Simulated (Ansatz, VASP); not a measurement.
**One calculation of Ti, two programs**

```
Ti
1.0
     4.60694    0.00000    0.00000
    -2.30347    3.98973    0.00000
     0.00000    0.00000    4.18067
Ti
4
Direct
  0.00000 0.00000 0.25000
  0.00000 0.00000 0.75000
  0.33333 0.66667 0.75000
  0.66667 0.33333 0.25000
```

Alike in both runs: functional r2SCAN; k mesh 6 × 6 × 2; occupations gaussian, width 0.1 eV; no spin polarisation.

Ansatz relaxed the structure, and its values are those at the end. VASP's run is a single point on that final structure, the one shown.

```csv
,VASP,Ansatz
version,VASP 6.6.1,Ansatz 0.2.0
potentials or method,"VASP PAW PBE potentials, release 64 (Ti_sv), cutoff 520 eV","scalar-relativistic, plane waves, PAW"
valence electrons in the cell,48,48
```

```csv
,VASP,Ansatz,Ansatz less VASP
gap on the k mesh at the Fermi level (eV),none,none,-
pressure (GPa),0.9,0.0,-0.81
```

VASP's potentials were made for PBE, not for r2SCAN. A gap of «none» marks a metal or a gap that the smearing closes.

The k mesh is coarse, so the values compare programs but aren't converged.
